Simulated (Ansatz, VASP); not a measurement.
# CoSi2: VASP beside Ansatz

INCAR

```
SYSTEM = CoSi2
  ALGO = Normal
  EDIFF = 1E-6
  ENCUT = 520
  GGA = PE
  ISIF = 2
  ISMEAR = 0
  LASPH = .True.
  LCHARG = .False.
  LREAL = .False.
  LWAVE = .False.
  NBANDS = 16
  NELM = 100
  PREC = Accurate
  SIGMA = 0.15
```

KPOINTS

```
k-points
0
Gamma
  16 16 16
  0 0 0
```

POSCAR

```
CoSi2
1.0
    0.0000000000      2.7469375362      2.7469375362
    2.7469375362      0.0000000000      2.7469375362
    2.7469375362      2.7469375362      0.0000000000
Co Si
1 2
Direct
    0.0000000000      0.0000000000      0.0000000000
    0.2500000000      0.2500000000      0.2500000000
    0.7500000000      0.7500000000      0.7500000000
```

Input for Ansatz:

```yaml
crystal:
  lattice:
    - [0.0, 2.7469375362, 2.7469375362]
    - [2.7469375362, 0.0, 2.7469375362]
    - [2.7469375362, 2.7469375362, 0.0]
  atoms:
    - { symbol: Co, position: [0.0, 0.0, 0.0] }
    - { symbol: Si, position: [0.25, 0.25, 0.25] }
    - { symbol: Si, position: [0.75, 0.75, 0.75] }
basis:
  ecutwfc: 420
kpoints:
  mp_grid: { grid: [16, 16, 16] }
hamiltonian:
  xc: pbe
scf:
  occupations: { method: gaussian, width: 0.15 }
output:
  forces: true
  stress: true
  eigenvalues: true
```

Change from the starting cell: strain +0.025 along x and y, +0.025 along z, atoms carried along.

Alike in both runs: task single point; functional PBE; k mesh 16 × 16 × 16; occupations gaussian, width 0.15 eV; no spin polarisation.

```csv
,VASP,Ansatz
version,VASP 6.6.1,Ansatz 0.2.0
potentials or method,"VASP PAW PBE potentials, release 64 (Co, Si), cutoff 520 eV","scalar-relativistic, plane waves, PAW"
valence electrons in the cell,17,25
```

```csv
,VASP,Ansatz,Ansatz less VASP
gap on the k mesh at the Fermi level (eV),none,none,-
pressure (GPa),-11.3,-11.1,+0.17
```

A gap of «none» marks a metal or a gap that the smearing closes. With one functional, cell and mesh, what is left measures potentials, basis and numerics. VASP's potentials hold 17 valence electrons a cell and Ansatz's 25, so a difference there can come from the potentials and not from the codes.
